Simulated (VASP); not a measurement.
# Tm: single point with PBE

The system is Tm.

```xyz
1
Lattice="0.0000 2.6183 2.6183 2.6183 0.0000 2.6183 2.6183 2.6183 0.0000" Properties=species:S:1:pos:R:3 pbc="T T T"
Tm    0.0000    0.0000    0.0000
```

```yaml
Program: VASP 6.6.1
Task: single point
Functional: PBE
Potentials_or_basis: VASP PAW PBE potentials, release 64 (Tm)
Cutoff: 520 eV
k_mesh: 11 × 11 × 11
Occupations: fermi-dirac, width 0.136057 eV
Spin: no spin polarisation
Dipole_correction: no
Further_INCAR_settings: ALGO = Normal; EDIFF = 1e-07; NBANDS = 18
```

* Pressure: -0.2 GPa

Levels at points of the mesh, in eV from the Fermi level:
```tsv
k point	band 10	band 11	band 12	band 13	band 14	band 15
(0.00, 0.00, 0.00)	-0.27	-0.27	-0.27	2.80	2.80	2.80
```

It took 50 s on 1 thread of Intel Xeon 6975P-C, with other jobs on the host, peak memory 0.19 GiB.

Caveat: spin-orbit coupling is left out, which moves the levels of the heavy elements. Spin polarisation is off, so any magnetic state and its effect on volume and gap are missing.
